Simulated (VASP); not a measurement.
# Sn2HSe4 in VASP: a series of runs

The runs below take Sn2HSe4 through single point, with PBE+D3(BJ).

Program: VASP 6.6.1. These are calculated values, not measurements. Logs are shortened: lines on timing, memory, paths and dates and some standing lists are left out, and cuts for length are marked.

## Step 1: The cell of the first run

The cell holds a slab with vacuum, 14 atoms: a = 7.678 Å, b = 7.678 Å, c = 21.188 Å, α = 90.00°, β = 90.00°, γ = 120.00°.

## Step 2: Single point, PBE+D3(BJ)

The input, INCAR:

```
PREC = Accurate ; ENCUT = 520
EDIFF = 1E-6 ; ISMEAR = 0
SIGMA = 0.05 ; LREAL = F
LASPH = T ; NELM = 100
ALGO = Normal ; ISIF = 2
LWAVE = F ; LCHARG = F
LDIPOL = T ; IDIPOL = 3
DIPOL = 0.5 0.5 0.483 ; GGA = PE
IVDW = 12 ; NBANDS = 66
```

The input, KPOINTS:

```
Automatic mesh
0
Gamma
  3 3 1
```

The input, POSCAR:

```
Sn2HSe4
1.0
    7.6780971922      0.0000000000      0.0000000000
   -3.8390485961      6.6494272212      0.0000000000
    0.0000000000      0.0000000000     21.1880039997
Se Sn H
8 4 2
Direct
    0.3333333333      0.1666666667      0.3775721394
    0.3333333333      0.6666666667      0.3775721394
    0.8333333333      0.1666666667      0.3775721394
    0.8333333333      0.6666666667      0.3775721394
    0.1665500450      0.3330982925      0.5281502560
    0.1666779656      0.8334201534      0.5281492793
    0.6667504340      0.3334544108      0.5279066968
    0.6667895706      0.8334195746      0.5282710332
   -0.0001147622     -0.0000829445      0.4530213692
    0.0003657129      0.5001651083      0.4528232360
    0.4998922080     -0.0003795722      0.4528266310
    0.4998597624      0.5002904980      0.4528494935
    0.3836959443      0.7018706411      0.6636180255
    0.2774479814      0.6156669906      0.6624194231
```

Potentials or basis: VASP PAW PBE potentials, release 64 (Se, Sn_d, H).

Started as:

```console
> cat potpaw_PBE.64/Se/POTCAR potpaw_PBE.64/Sn_d/POTCAR potpaw_PBE.64/H/POTCAR > POTCAR
> mpirun -np 1 vasp_std > vasp.out
```

OUTCAR:

```text
PREC = Accurate
   ENCUT = 520
   EDIFF = 1E-6
   ISMEAR = 0
   LREAL = F
   LASPH = T
   NELM = 100
   ISIF = 2
   GGA = PE
   IVDW = 12
 IVDW          = 12

 ion  position               nearest neighbor table
   1  0.333  0.167  0.378-  11 2.73  12 2.73   9 2.73
   2  0.333  0.667  0.378-  11 2.73  12 2.73  10 2.73
   3  0.833  0.167  0.378-  11 2.73  10 2.73   9 2.73
   4  0.833  0.667  0.378-  12 2.73  10 2.73   9 2.73
   5  0.167  0.333  0.528-   9 2.73  12 2.73  10 2.73
   6  0.167  0.833  0.528-   9 2.73  11 2.73  10 2.73
   7  0.667  0.333  0.528-  10 2.73  12 2.73  11 2.73
   8  0.667  0.833  0.528-   9 2.73  12 2.73  11 2.73
   9  1.000  1.000  0.453-   5 2.73   6 2.73   8 2.73   4 2.73   3 2.73   1 2.73
  10  0.000  0.500  0.453-   2 2.73   7 2.73   5 2.73   6 2.73   3 2.73   4 2.73
  11  0.500  1.000  0.453-   2 2.73   6 2.73   7 2.73   3 2.73   8 2.73   1 2.73
  12  0.500  0.500  0.453-   2 2.73   7 2.73   5 2.73   8 2.73   4 2.73   1 2.73
  13  0.384  0.702  0.664-  14 0.75
  14  0.277  0.616  0.662-  13 0.75

  LATTYP: Found a hexagonal cell.
 ALAT       =     7.6780971922
 C/A-ratio  =     2.7595383946

  Lattice vectors:

 A1 = (   7.6780971922,   0.0000000000,   0.0000000000)
 A2 = (  -3.8390485961,   6.6494272212,   0.0000000000)
 A3 = (   0.0000000000,   0.0000000000,  21.1880039997)

Analysis of symmetry for initial positions (statically):
=====================================================================
 Subroutine PRICEL returns:
 Original cell was already a primitive cell.

 Routine SETGRP: Setting up the symmetry group for a
 hexagonal supercell.

 Subroutine GETGRP returns: Found  1 space group operations
 (whereof  1 operations were pure point group operations)
 out of a pool of 24 trial point group operations.

The static configuration has the point symmetry C_1 .

Analysis of symmetry for dynamics (positions and initial velocities):
=====================================================================
 Subroutine PRICEL returns:
 Original cell was already a primitive cell.

 Routine SETGRP: Setting up the symmetry group for a
 hexagonal supercell.

 Subroutine GETGRP returns: Found  1 space group operations
 (whereof  1 operations were pure point group operations)
 out of a pool of 24 trial point group operations.

The dynamic configuration has the point symmetry C_1 .

 Subroutine INISYM returns: Found  1 space group operations
 (whereof  1 operations are pure point group operations),
 and found     1 'primitive' translations

----------------------------------------------------------------------------------------

                                     Primitive cell

  volume of cell :    1081.7525

  direct lattice vectors                    reciprocal lattice vectors
     7.678097192  0.000000000  0.000000000     0.130240602  0.075194447  0.000000000
    -3.839048596  6.649427221  0.000000000     0.000000000  0.150388893  0.000000000
     0.000000000  0.000000000 21.188004000     0.000000000  0.000000000  0.047196517

  length of vectors
     7.678097192  7.678097192 21.188004000     0.150388893  0.150388893  0.047196517

  position of ions in fractional coordinates (direct lattice)
     0.333333333  0.166666667  0.377572139
     0.333333333  0.666666667  0.377572139
     0.833333333  0.166666667  0.377572139
     0.833333333  0.666666667  0.377572139
     0.166550045  0.333098292  0.528150256
     0.166677966  0.833420153  0.528149279
     0.666750434  0.333454411  0.527906697
     0.666789571  0.833419575  0.528271033
     0.999885238  0.999917055  0.453021369
     0.000365713  0.500165108  0.452823236
     0.499892208  0.999620428  0.452826631
     0.499859762  0.500290498  0.452849493
     0.383695944  0.701870641  0.663618025
     0.277447981  0.615666991  0.662419423

  ion indices of the primitive-cell ions
   primitive index   ion index
                 1           1
                 2           2
                 3           3
                 4           4
                 5           5
                 6           6
                 7           7
                 8           8
                 9           9
                10          10
                11          11
                12          12
                13          13
                14          14

----------------------------------------------------------------------------------------

 KPOINTS: Automatic mesh

Automatic generation of k-mesh.
 Grid dimensions read from file:
 generate k-points for:    3    3    1

 Generating k-lattice:

  Cartesian coordinates                     Fractional coordinates (reciprocal lattice)
     0.043413534  0.025064816  0.000000000     0.333333333 -0.000000000  0.000000000
     0.000000000  0.050129631  0.000000000     0.000000000  0.333333333  0.000000000
     0.000000000  0.000000000  0.047196517     0.000000000  0.000000000  1.000000000

  Length of vectors
     0.050129631  0.050129631  0.047196517

  Shift w.r.t. Gamma in fractional coordinates (k-lattice)
     0.000000000  0.000000000  0.000000000

 Subroutine IBZKPT returns following result:
 ===========================================

 Found      5 irreducible k-points:

 Following reciprocal coordinates:
            Coordinates               Weight
  0.000000  0.000000  0.000000      1.000000
  0.333333  0.000000  0.000000      2.000000
  0.000000  0.333333  0.000000      2.000000
 -0.333333  0.333333  0.000000      2.000000
  0.333333  0.333333  0.000000      2.000000
   k-points           NKPTS =      5   k-points in BZ     NKDIM =      5   number of bands    NBANDS=     66
   number of dos      NEDOS =    301   number of ions     NIONS =     14
   total plane-waves  NPLWV = 576000
   dimension x,y,z NGX =    60 NGY =   60 NGZ =  160
   dimension x,y,z NGXF=   120 NGYF=  120 NGZF=  320
   ions per type =               8   4   2
   NGX,Y,Z   is equivalent  to a cutoff of  12.99, 12.99, 12.55 a.u.
   NGXF,Y,Z  is equivalent  to a cutoff of  25.98, 25.98, 25.11 a.u.
 SYSTEM =  unknown system
   PREC   = accura    normal or accurate (medium, high low for compatibility)
   ISTART =      0    job   : 0-new  1-cont  2-samecut
   ICHARG =      2    charge: 1-file 2-atom 10-const
   ISPIN  =      1    spin polarized calculation?
   LNONCOLLINEAR =      F non collinear calculations
   LSORBIT =      F    spin-orbit coupling
   LASPH  =      T    aspherical Exc in radial PAW
   ENCUT  =  520.0 eV  38.22 Ry    6.18 a.u.  14.28 14.28 39.40*2*pi/ulx,y,z
   NELM   =    100;   NELMIN=  2; NELMDL= -5     # of ELM steps
   EDIFF  = 0.1E-05   stopping-criterion for ELM
   LREAL  =      F    real-space projection
[... 7 lines left out ...]
   TEBEG  =    0.0;   TEEND  =   0.0 temperature during run
   PSTRESS=    0.0 pullay stress
   NELECT =     106.0000    total number of electrons
   NUPDOWN=      -1.0000    fix difference up-down
   EMIN   =  10.00;   EMAX   =-10.00  energy-range for DOS
   EFERMI =   0.00;   METHOD = LEGACY
   ISMEAR =     0;   SIGMA  =   0.05  broadening in eV -4-tet -1-fermi 0-gaus
   EFERMI_NEDOS =   21; number of points for ismear=-14 and -15
   IALGO  =     38    algorithm
   IMIX   =      4    mixing-type and parameters
     AMIX     =   0.40;   BMIX     =  1.00
     AMIX_MAG =   1.60;   BMIX_MAG =  1.00
  volume/ion in A,a.u.               =      77.27       521.43
  Fermi-wavevector in a.u.,A,eV,Ry     =   0.754746  1.426263  7.750444  0.569642
  Thomas-Fermi vector in A             =   1.852483
   LORBIT       =      0    0 simple, 1 ext, 2 COOP (PROOUT), +10 PAW based schemes
   GGA     = PE    functional components
   LHFCALC =     F    Hartree Fock is set to
   AEXX    =    0.0000 exact exchange contribution
   IVDW    =    12    specifies the selected vdW correction
   LEPSILON=     F    determine dielectric tensor
   LRPA    =     F    only Hartree local field effects (RPA)
 non-spin polarized calculation
 Gauss-broadening in eV      SIGMA  =   0.05
  energy-cutoff  :      520.00
  volume of cell :     1081.75
 maximum number of plane-waves:     29281
 NGX is ok and might be reduce to    60
   NGX = 29   NGY = 29   NGZ = 79

 dipolmoment           0.000000      0.000000      0.002300 electrons x Angstroem

 number of electron     105.9999973 magnetization

 dipolmoment           0.000000      0.000000     -0.003801 electrons x Angstroem

 Free energy of the ion-electron system (eV)
  ---------------------------------------------------
  ext. energy  EPLUGINS =         0.00000000
  ---------------------------------------------------
  free energy    TOTEN  =       -54.16018775 eV

  energy without entropy =      -54.16018775  energy(sigma->0) =      -54.16018775

 E-fermi :  -2.8421     XC(G=0):  -3.3616

 val. band max:       -3.0946751490   @ k =  -0.3333   0.3333   0.0000
 cond. band min:      -2.3048971873   @ k =   0.0000   0.0000   0.0000
 fundamental gap:      0.7897779617
 Fermi energy:        -2.8421471295

 k-point     1 :       0.0000    0.0000    0.0000
  band No.  band energies     occupation
      1     -24.2816      2.00000
      2     -24.2786      2.00000
      3     -24.2781      2.00000
      4     -24.2336      2.00000
      5     -24.2335      2.00000
      6     -24.2129      2.00000
[... 57 lines left out ...]
     64       2.2105      0.00000
     65       2.2730      0.00000

 k-point     2 :       0.3333    0.0000    0.0000
  band No.  band energies     occupation
      1     -24.2687      2.00000
      2     -24.2663      2.00000
      3     -24.2646      2.00000
      4     -24.2433      2.00000
      5     -24.2251      2.00000
      6     -24.2229      2.00000
[... 261 lines left out ...]
     64       2.1440      0.00000
     65       2.1684      0.00000
 [bands above 65 left out]

------------------------ aborting loop because EDIFF is reached ----------------------------------------

 vacuum level on the upper side and lower side of the slab       (xc-potential included)        -0.078        -0.051

 Edisp (eV)   -3.07157

 E8    (eV) :    -1.4208

  FORCE on cell =-STRESS in cart. coord.  units (eV):
  Direction    XX          YY          ZZ          XY          YZ          ZX
  --------------------------------------------------------------------------------------
  -------------------------------------------------------------------------------------
  Total      -0.65321    -0.64876     0.08738     0.00017     0.00083     0.00698
  in kB      -0.96747    -0.96087     0.12942     0.00026     0.00123     0.01034
  external pressure =       -0.60 kB  Pullay stress =        0.00 kB

 VOLUME and BASIS-vectors are now :
 -----------------------------------------------------------------------------
  energy-cutoff  :      520.00
  volume of cell :     1081.75
      direct lattice vectors                 reciprocal lattice vectors
     7.678097192  0.000000000  0.000000000     0.130240602  0.075194447  0.000000000
    -3.839048596  6.649427221  0.000000000     0.000000000  0.150388893  0.000000000
     0.000000000  0.000000000 21.188004000     0.000000000  0.000000000  0.047196517

 POSITION                                       TOTAL-FORCE (eV/Angst)
 -----------------------------------------------------------------------------------
      1.91952      1.10824      8.00000        -0.004927      0.000264      0.000162
     -0.00000      4.43295      8.00000         0.003996      0.000025     -0.022594
      5.75857      1.10824      8.00000         0.004575     -0.005875     -0.005546
      3.83905      4.43295      8.00000        -0.004973      0.005990     -0.004252
      0.00001      2.21491     11.19045        -0.001861      0.001247      0.013150
     -1.91977      5.54177     11.19043        -0.000748     -0.001312      0.013178
      3.83923      2.21728     11.18529         0.000318     -0.002609      0.038998
      1.92014      5.54176     11.19301        -0.002996     -0.000815      0.003523
      3.83849      6.64888      9.59862         0.010839      0.001914     -0.030013
     -1.91735      3.32581      9.59442        -0.028580     -0.012776     -0.000975
      0.00063      6.64690      9.59449        -0.008689      0.036541     -0.002495
      1.91733      3.32665      9.59498         0.030024     -0.024264     -0.007659
      0.25154      4.66704     14.06074        -0.007547     -0.009170      0.001791
     -0.23330      4.09383     14.03535         0.010568      0.010840      0.002731
 -----------------------------------------------------------------------------------
    total drift:                               -0.000055     -0.000015     -0.000520

  FREE ENERGIE OF THE ION-ELECTRON SYSTEM (eV)
  ---------------------------------------------------
  free  energy   TOTEN  =       -57.2317546217 eV

  energy  without entropy=      -57.2317546217  energy(sigma->0) =      -57.23175462

 vacuum level on the upper side and lower side of the slab         2.847         2.870
```

Run time: 14 min. Hardware: 1 thread of Intel Xeon Platinum 8488C (Sapphire Rapids), shared host; peak memory 1.1 GiB.

What came out:

- Free energy: -57.2318 eV
- Largest force: 0.039 eV/Å
- Band gap on the k mesh: 0.79 eV (least direct gap 0.86 eV)
- Dispersion energy per atom: -0.219 eV

Forces on the atoms (eV/Å):
```
Se  -0.005  0.000  0.000
Se   0.004  0.000 -0.023
Se   0.005 -0.006 -0.006
Se  -0.005  0.006 -0.004
Se  -0.002  0.001  0.013
Se  -0.001 -0.001  0.013
Se   0.000 -0.003  0.039
Se  -0.003 -0.001  0.004
Sn   0.011  0.002 -0.030
Sn  -0.029 -0.013 -0.001
Sn  -0.009  0.037 -0.002
Sn   0.030 -0.024 -0.008
H   -0.008 -0.009  0.002
H    0.011  0.011  0.003
```

Caveat: spin-orbit coupling is left out, which moves the levels of the heavy elements.

[end of part 1 of 2]
